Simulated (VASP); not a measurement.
A run of VASP 6.6.1 is set up as follows.

INCAR

```
ALGO = Normal
EDIFF = 1E-6
ENCUT = 520
GGA = PS
ISIF = 2
ISMEAR = 0
ISPIN = 2
LASPH = T
LCHARG = F
LMAXMIX = 4
LORBIT = 11
LREAL = F
LWAVE = F
MAGMOM = 0.125 0
NBANDS = 18
NELM = 150
NUPDOWN = 0.125
PREC = Accurate
SIGMA = 0.15
```

KPOINTS

```
k-points
0
Gamma
  21 21 12
```

File POSCAR:

```
TiAl
1.0
    2.8475477342      0.0000000000      0.0000000000
   -1.4237738671      2.4660486763      0.0000000000
    0.0000000000      0.0000000000      4.6191923826
Ti Al
1 1
Direct
    0.0000000000      0.0000000000      0.0000000000
    0.3333333333      0.6666666667      0.5000000000
```

Potentials or basis: VASP PAW PBE potentials, release 64 (Ti_sv, Al).

Command:

```bash
$ cat potpaw_PBE.64/Ti_sv/POTCAR potpaw_PBE.64/Al/POTCAR > POTCAR
$ mpirun -np 1 vasp_std > vasp.out
```

(1) Estimate the pressure.

## Answers

(1) 0.0 GPa.

Caveat: the PAW data sets were made with another functional, which shifts forces and pressure a little; the total moment is fixed, so each spin has its own Fermi level.
